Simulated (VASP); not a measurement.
# GaN (P6_3mc) in VASP: further runs

The runs below take GaN through single point, with r2SCAN.

Everything below comes from runs of VASP 6.6.1. Logs are shortened: lines on timing, memory, paths and dates and some standing lists are left out, and cuts for length are marked.

**1. The cell of the first run**

The structure is hexagonal, space group P6_3mc (No. 186). The conventional cell has a = 3.132 Å, b = 3.132 Å, c = 5.011 Å, α = 90.00°, β = 90.00°, γ = 120.00°. Within 2.5 Å of Ga (site symmetry 3m) lie 4 N at 1.88 to 1.91 Å. Within 2.5 Å of N (site symmetry 3m) lie 4 Ga at 1.88 to 1.91 Å.

**2. Single point, r2SCAN (strain -0.015 along x and y, -0.030 along z)**

POSCAR

```
GaN
1.0
    3.1322996656      0.0000000000      0.0000000000
   -1.5661498328      2.7126510826      0.0000000000
    0.0000000000      0.0000000000      5.0110200000
Ga N
2 2
Direct
    0.3333333333      0.6666666667      0.0000000000
    0.6666666667      0.3333333333      0.5000000000
    0.3333333333      0.6666666667      0.3750000000
    0.6666666667      0.3333333333      0.8750000000
```

INCAR.step1

```
SYSTEM = GaN
PREC = Accurate ; ENCUT = 520
ISMEAR = 0 ; SIGMA = 0.05
LREAL = .False. ; LASPH = .True.
NELM = 80 ; NBANDS = 26
GGA = PE ; ALGO = Normal
EDIFF = 1E-4 ; LWAVE = .True.
LCHARG = .False.
```

INCAR.step2

```
SYSTEM = GaN
PREC = Accurate ; ENCUT = 520
EDIFF = 1E-6 ; ISMEAR = 0
SIGMA = 0.05 ; LREAL = .False.
LASPH = .True. ; NELM = 80
ALGO = Normal ; ISIF = 2
LWAVE = .False. ; LCHARG = .False.
METAGGA = R2SCAN ; LMIXTAU = .True.
NBANDS = 26 ; ISTART = 1
```

KPOINTS

```
Automatic mesh
0
Gamma
  12 12 6
  0 0 0
```

Potentials or basis: VASP PAW PBE potentials, release 64 (Ga_d, N).

On the command line:

```sh
> cat potpaw_PBE.64/Ga_d/POTCAR potpaw_PBE.64/N/POTCAR > POTCAR
> cp INCAR.step1 INCAR
> mpirun -np 1 vasp_std > vasp.out
> cp INCAR.step2 INCAR
> mpirun -np 1 vasp_std > vasp.out
```

OUTCAR:

```text
SYSTEM = GaN
   PREC = Accurate
   ENCUT = 520
   EDIFF = 1E-6
   ISMEAR = 0
   LREAL = .False.
   LASPH = .True.
   NELM = 80
   ISIF = 2
   METAGGA = R2SCAN
   ISTART = 1

 ion  position               nearest neighbor table
   1  0.333  0.667  0.000-   3 1.88   4 1.91   4 1.91   4 1.91
   2  0.667  0.333  0.500-   4 1.88   3 1.91   3 1.91   3 1.91
   3  0.333  0.667  0.375-   1 1.88   2 1.91   2 1.91   2 1.91
   4  0.667  0.333  0.875-   2 1.88   1 1.91   1 1.91   1 1.91

  LATTYP: Found a hexagonal cell.
 ALAT       =     3.1322996656
 C/A-ratio  =     1.5997894630

  Lattice vectors:

 A1 = (   3.1322996656,   0.0000000000,   0.0000000000)
 A2 = (  -1.5661498328,   2.7126510826,   0.0000000000)
 A3 = (   0.0000000000,   0.0000000000,   5.0110200000)

Analysis of symmetry for initial positions (statically):
=====================================================================
 Subroutine PRICEL returns:
 Original cell was already a primitive cell.

 Routine SETGRP: Setting up the symmetry group for a
 hexagonal supercell.

 Subroutine GETGRP returns: Found 12 space group operations
 (whereof  6 operations were pure point group operations)
 out of a pool of 24 trial point group operations.

The static configuration has the point symmetry C_3v.
 The point group associated with its full space group is C_6v.

Analysis of symmetry for dynamics (positions and initial velocities):
=====================================================================
 Subroutine PRICEL returns:
 Original cell was already a primitive cell.

 Routine SETGRP: Setting up the symmetry group for a
 hexagonal supercell.

 Subroutine GETGRP returns: Found 12 space group operations
 (whereof  6 operations were pure point group operations)
 out of a pool of 24 trial point group operations.

The dynamic configuration has the point symmetry C_3v.
 The point group associated with its full space group is C_6v.

 Subroutine INISYM returns: Found 12 space group operations
 (whereof  6 operations are pure point group operations),
 and found     1 'primitive' translations

----------------------------------------------------------------------------------------

                                     Primitive cell

  volume of cell :      42.5778

  direct lattice vectors                    reciprocal lattice vectors
     3.132299666  0.000000000  0.000000000     0.319254256  0.184321531  0.000000000
    -1.566149833  2.712651083  0.000000000     0.000000000  0.368643062  0.000000000
     0.000000000  0.000000000  5.011020000     0.000000000  0.000000000  0.199560169

  length of vectors
     3.132299666  3.132299666  5.011020000     0.368643062  0.368643062  0.199560169

  position of ions in fractional coordinates (direct lattice)
     0.333333333  0.666666667  0.000000000
     0.666666667  0.333333333  0.500000000
     0.333333333  0.666666667  0.375000000
     0.666666667  0.333333333  0.875000000

  ion indices of the primitive-cell ions
   primitive index   ion index
                 1           1
                 2           2
                 3           3
                 4           4

----------------------------------------------------------------------------------------

 KPOINTS: Automatic mesh

Automatic generation of k-mesh.
 Grid dimensions read from file:
 generate k-points for:   12   12    6

 Generating k-lattice:

  Cartesian coordinates                     Fractional coordinates (reciprocal lattice)
     0.026604521  0.015360128  0.000000000     0.083333333  0.000000000  0.000000000
     0.000000000  0.030720255  0.000000000     0.000000000  0.083333333  0.000000000
     0.000000000  0.000000000  0.033260028     0.000000000  0.000000000  0.166666667

  Length of vectors
     0.030720255  0.030720255  0.033260028

  Shift w.r.t. Gamma in fractional coordinates (k-lattice)
     0.000000000  0.000000000  0.000000000

 Subroutine IBZKPT returns following result:
 ===========================================

 Found     76 irreducible k-points:

 Following reciprocal coordinates:
            Coordinates               Weight
  0.000000  0.000000  0.000000      1.000000
  0.083333  0.000000  0.000000      6.000000
  0.166667  0.000000  0.000000      6.000000
  0.250000  0.000000  0.000000      6.000000
  0.333333  0.000000  0.000000      6.000000
  0.416667  0.000000  0.000000      6.000000
[... 16 lines left out ...]
  0.250000  0.000000  0.166667     12.000000
  0.333333  0.000000  0.166667     12.000000
 [... further k-points ...]
   k-points           NKPTS =     76   k-points in BZ     NKDIM =     76   number of bands    NBANDS=     26
   number of dos      NEDOS =    301   number of ions     NIONS =      4
   total plane-waves  NPLWV =  23040
   dimension x,y,z NGX =    24 NGY =   24 NGZ =   40
   dimension x,y,z NGXF=    48 NGYF=   48 NGZF=   80
   ions per type =               2   2
   NGX,Y,Z   is equivalent  to a cutoff of  12.74, 12.74, 13.27 a.u.
   NGXF,Y,Z  is equivalent  to a cutoff of  25.48, 25.48, 26.54 a.u.
 SYSTEM =  GaN
   PREC   = accura    normal or accurate (medium, high low for compatibility)
   ISTART =      1    job   : 0-new  1-cont  2-samecut
   ICHARG =      0    charge: 1-file 2-atom 10-const
   ISPIN  =      1    spin polarized calculation?
   LNONCOLLINEAR =      F non collinear calculations
   LSORBIT =      F    spin-orbit coupling
   LASPH  =      T    aspherical Exc in radial PAW
   ENCUT  =  520.0 eV  38.22 Ry    6.18 a.u.   5.82  5.82  9.32*2*pi/ulx,y,z
   NELM   =     80;   NELMIN=  2; NELMDL=  0     # of ELM steps
   EDIFF  = 0.1E-05   stopping-criterion for ELM
   LREAL  =      F    real-space projection
   EDIFFG = 0.1E-04   stopping-criterion for IOM
   NSW    =      0    number of steps for IOM
   IBRION =     -1    ionic relax: 0-MD 1-quasi-New 2-CG
   NFREE  =      0    steps in history (QN), initial steepest desc. (CG)
   ISIF   =      2    stress and relaxation
   ISYM   =      2    0-nonsym 1-usesym 2-fastsym
   POTIM  = 0.5000    time-step for ionic-motion
   TEBEG  =    0.0;   TEEND  =   0.0 temperature during run
   PSTRESS=    0.0 pullay stress
   NELECT =      36.0000    total number of electrons
   NUPDOWN=      -1.0000    fix difference up-down
   EMIN   =  10.00;   EMAX   =-10.00  energy-range for DOS
   EFERMI =   0.00;   METHOD = LEGACY
   ISMEAR =     0;   SIGMA  =   0.05  broadening in eV -4-tet -1-fermi 0-gaus
   EFERMI_NEDOS =   21; number of points for ismear=-14 and -15
   IALGO  =     38    algorithm
   IMIX   =      4    mixing-type and parameters
     AMIX     =   0.40;   BMIX     =  1.00
     AMIX_MAG =   1.60;   BMIX_MAG =  1.00
  volume/ion in A,a.u.               =      10.64        71.83
  Fermi-wavevector in a.u.,A,eV,Ry     =   1.548037  2.925365 32.605234  2.396417
  Thomas-Fermi vector in A             =   2.653044
   LORBIT       =      0    0 simple, 1 ext, 2 COOP (PROOUT), +10 PAW based schemes
   METAGGA = R2SCAN    functional components
   LHFCALC =     F    Hartree Fock is set to
   AEXX    =    0.0000 exact exchange contribution
   IVDW    =     0    specifies the selected vdW correction
   LEPSILON=     F    determine dielectric tensor
   LRPA    =     F    only Hartree local field effects (RPA)
 non-spin polarized calculation
 Gauss-broadening in eV      SIGMA  =   0.05
  energy-cutoff  :      520.00
  volume of cell :       42.58
 maximum number of plane-waves:      1170
 NGX is ok and might be reduce to    24
   NGX = 11   NGY = 11   NGZ = 19

 number of electron      36.0000016 magnetization

 Free energy of the ion-electron system (eV)
  ---------------------------------------------------
  ext. energy  EPLUGINS =         0.00000000
  ---------------------------------------------------
  free energy    TOTEN  =       -43.64862019 eV

  energy without entropy =      -43.64862019  energy(sigma->0) =      -43.64862019

 E-fermi :   6.0333     XC(G=0): -13.0581

 val. band max:        5.8349353404   @ k =   0.0000   0.0000   0.0000
 cond. band min:       8.6725299337   @ k =   0.0000   0.0000   0.0000
 fundamental gap:      2.8375945933
 Fermi energy:         6.0333060806

 k-point     1 :       0.0000    0.0000    0.0000
  band No.  band energies     occupation
      1     -11.5655      2.00000
      2     -10.3270      2.00000
      3      -8.0521      2.00000
      4      -8.0209      2.00000
      5      -8.0209      2.00000
      6      -7.9302      2.00000
[... 18 lines left out ...]
     25      18.7705      0.00000
     26      18.7706      0.00000

 k-point     2 :       0.0833    0.0000    0.0000
  band No.  band energies     occupation
      1     -11.4890      2.00000
      2     -10.3045      2.00000
      3      -8.0414      2.00000
      4      -8.0091      2.00000
      5      -8.0025      2.00000
      6      -7.9212      2.00000
[... 18 lines left out ...]
     25      18.4885      0.00000
     26      18.9483      0.00000

 k-point     3 :       0.1667    0.0000    0.0000
  band No.  band energies     occupation
      1     -11.2764      2.00000
      2     -10.2473      2.00000
      3      -8.0101      2.00000
      4      -7.9804      2.00000
      5      -7.9467      2.00000
      6      -7.8840      2.00000
[... 18 lines left out ...]
     25      18.6785      0.00000
     26      19.3468      0.00000

 k-point     4 :       0.2500    0.0000    0.0000
  band No.  band energies     occupation
      1     -10.9797      2.00000
      2     -10.1809      2.00000
      3      -7.9769      2.00000
      4      -7.9513      2.00000
      5      -7.8816      2.00000
      6      -7.8050      2.00000
[... 18 lines left out ...]
     25      18.4557      0.00000
     26      19.8878      0.00000
[... 496 lines left out ...]
      1     -11.1907      2.00000
      2     -10.2885      2.00000
      3      -8.0045      2.00000
      4      -7.9755      2.00000
      5      -7.9418      2.00000
      6      -7.8879      2.00000
[... 18 lines left out ...]
     25      18.1407      0.00000
     26      19.0867      0.00000

 k-point    23 :       0.2500    0.0000    0.1667
  band No.  band energies     occupation
      1     -10.9070      2.00000
      2     -10.2086      2.00000
      3      -7.9777      2.00000
      4      -7.9426      2.00000
      5      -7.8934      2.00000
      6      -7.8157      2.00000
[... 18 lines left out ...]
     25      18.2377      0.00000
     26      19.6990      0.00000

 k-point    24 :       0.3333    0.0000    0.1667
  band No.  band energies     occupation
      1     -10.6265      2.00000
      2     -10.1454      2.00000
      3      -7.9651      2.00000
      4      -7.9222      2.00000
      5      -7.8564      2.00000
      6      -7.7551      2.00000
[... 18 lines left out ...]
     25      18.4645      0.00000
     26      20.4487      0.00000

 [... further k-points ...]

------------------------ aborting loop because EDIFF is reached ----------------------------------------

  FORCE on cell =-STRESS in cart. coord.  units (eV):
  Direction    XX          YY          ZZ          XY          YZ          ZX
  --------------------------------------------------------------------------------------
  -------------------------------------------------------------------------------------
  Total        3.4693940      3.4693940      6.2463769      0.0000000      0.0000000      0.0000000
  in kB      130.5511880    130.5511880    235.0473661      0.0000000      0.0000000      0.0000000
  external PRESSURE =     165.3832473 kB  Pullay stress =       0.0000000 kB

 VOLUME and BASIS-vectors are now :
 -----------------------------------------------------------------------------
  energy-cutoff  :      520.00
  volume of cell :       42.58
      direct lattice vectors                 reciprocal lattice vectors
     3.132299666  0.000000000  0.000000000     0.319254256  0.184321531  0.000000000
    -1.566149833  2.712651083  0.000000000     0.000000000  0.368643062  0.000000000
     0.000000000  0.000000000  5.011020000     0.000000000  0.000000000  0.199560169

 POSITION                                       TOTAL-FORCE (eV/Angst)
 -----------------------------------------------------------------------------------
     -0.00000      1.80843      0.00000        -0.000000      0.000000     -0.424800
      1.56615      0.90422      2.50551         0.000000     -0.000000     -0.424800
     -0.00000      1.80843      1.87913         0.000000     -0.000000      0.424800
      1.56615      0.90422      4.38464         0.000000     -0.000000      0.424800
 -----------------------------------------------------------------------------------
    total drift:                                0.000002      0.000003      0.005544

  FREE ENERGIE OF THE ION-ELECTRON SYSTEM (eV)
  ---------------------------------------------------
  free  energy   TOTEN  =       -43.6486201905 eV

  energy  without entropy=      -43.6486201905  energy(sigma->0) =      -43.64862019
```

Run time: 2.4 min. Hardware: 1 thread of AMD EPYC 9R45 (Zen 5), shared host; peak memory 0.18 GiB.

Results:

```yaml
Free_energy: -43.6486 eV
Pressure: 16.5 GPa
Largest_force: 0.425 eV/Å
Band_gap_on_the_k_mesh: 2.84 eV
```

Forces in eV/Å, atoms in the order of the input:
```
Ga   0.000  0.000 -0.425
Ga   0.000  0.000 -0.425
N    0.000  0.000  0.425
N    0.000  0.000  0.425
```

Stress tensor (GPa, compression positive):
```
13.06  0.00  0.00
 0.00 13.06  0.00
 0.00  0.00 23.50
```

Levels at points of the mesh, in eV from the valence-band top:
```csv
k point,band 14,band 15,band 16,band 17,band 18,band 19,band 20,band 21,band 22,band 23
"(0.00, 0.00, 0.00)",-1.24,-1.24,-0.01,0.00,0.00,2.84,5.12,10.51,10.84,10.84
"(0.50, 0.00, 0.00)",-5.53,-4.64,-3.14,-2.47,-1.06,5.67,6.51,6.91,9.99,11.33
"(0.00, 0.00, 0.50)",-3.97,-0.63,-0.63,-0.63,-0.63,5.16,5.16,9.69,9.69,11.36
"(0.50, 0.00, 0.50)",-7.08,-2.19,-2.19,-2.04,-2.04,5.15,5.15,8.93,8.93,11.27
```

Caveat: the cell differs from its parent crystal (strain -0.015 along x and y, -0.030 along z); the stress differs along the axes, from 13 to 24 GPa; the PAW data sets were made with another functional, which shifts forces and pressure a little.

**3. Single point, r2SCAN (strain -0.030 along x and y, +0.015 along z)**

POSCAR

```
GaN
1.0
    3.0845996707      0.0000000000      0.0000000000
   -1.5422998354      2.6713416753      0.0000000000
    0.0000000000      0.0000000000      5.2434900000
Ga N
2 2
Direct
    0.3333333333      0.6666666667      0.0000000000
    0.6666666667      0.3333333333      0.5000000000
    0.3333333333      0.6666666667      0.3750000000
    0.6666666667      0.3333333333      0.8750000000
```

INCAR.step1

```
SYSTEM = GaN
PREC     = Accurate       ! precision mode
ENCUT    = 520            ! plane-wave cutoff, eV
ISMEAR   = 0              ! smearing method
SIGMA    = 0.05           ! smearing width, eV
LREAL    = .False.        ! projectors in reciprocal space
LASPH    = .True.         ! aspherical terms in the spheres
NELM     = 80             ! most SCF steps
NBANDS   = 26             ! bands
GGA      = PE             ! functional
ALGO     = Normal         ! electronic algorithm
EDIFF    = 1E-4           ! SCF threshold, eV
LWAVE    = .True.         ! write WAVECAR
LCHARG   = .False.        ! write CHGCAR
```

INCAR.step2

```
SYSTEM = GaN
PREC     = Accurate       ! precision mode
ENCUT    = 520            ! plane-wave cutoff, eV
EDIFF    = 1E-7           ! SCF threshold, eV
ISMEAR   = 0              ! smearing method
SIGMA    = 0.05           ! smearing width, eV
LREAL    = .False.        ! projectors in reciprocal space
LASPH    = .True.         ! aspherical terms in the spheres
NELM     = 80             ! most SCF steps
ALGO     = Normal         ! electronic algorithm
ISIF     = 2              ! what is computed and relaxed
LWAVE    = .False.        ! write WAVECAR
LCHARG   = .True.         ! write CHGCAR
METAGGA  = R2SCAN         ! meta-GGA
LMIXTAU  = .True.       
LELF     = .True.         ! ELF
LVHAR    = .True.       
NBANDS   = 26             ! bands
ISTART   = 1
```

KPOINTS is that of step 2.

Potentials or basis: VASP PAW PBE potentials, release 64 (Ga_d, N).

On the command line:

```sh
> cat potpaw_PBE.64/Ga_d/POTCAR potpaw_PBE.64/N/POTCAR > POTCAR
> cp INCAR.step1 INCAR
> mpirun -np 1 vasp_std > vasp.out
> cp INCAR.step2 INCAR
> mpirun -np 1 vasp_std > vasp.out
```

Wall time 3.3 min (1 thread of AMD EPYC 9R45 (Zen 5), shared host); peak memory 0.18 GiB.

The run converged. Its results:

```yaml
Free_energy: -43.6573 eV
Pressure: 13.0 GPa
Largest_force: 0.429 eV/Å
Band_gap_on_the_k_mesh: 2.51 eV
```

Forces on the atoms (eV/Å):
```
Ga   0.000  0.000  0.429
Ga   0.000  0.000  0.429
N    0.000  0.000 -0.429
N    0.000  0.000 -0.429
```

Stress tensor (GPa, compression positive):
```
19.12  0.00  0.00
 0.00 19.12  0.00
 0.00  0.00  0.68
```

Levels at points of the mesh, in eV from the valence-band top:
```csv
k point,band 14,band 15,band 16,band 17,band 18,band 19,band 20,band 21,band 22,band 23
"(0.00, 0.00, 0.00)",-0.99,-0.99,-0.26,0.00,0.00,2.51,5.55,9.88,11.02,11.25
"(0.50, 0.00, 0.00)",-5.83,-4.58,-2.90,-2.47,-1.19,5.97,6.16,6.49,9.54,11.12
"(0.00, 0.00, 0.50)",-4.34,-0.51,-0.51,-0.51,-0.51,5.19,5.19,9.20,9.20,11.76
"(0.50, 0.00, 0.50)",-7.08,-2.30,-2.30,-2.11,-2.11,4.86,4.86,8.62,8.62,10.96
```

Caveat: the cell differs from its parent crystal (strain -0.030 along x and y, +0.015 along z); the stress differs along the axes, from 1 to 19 GPa; the PAW data sets were made with another functional, which shifts forces and pressure a little.

[end of part 1 of 2]
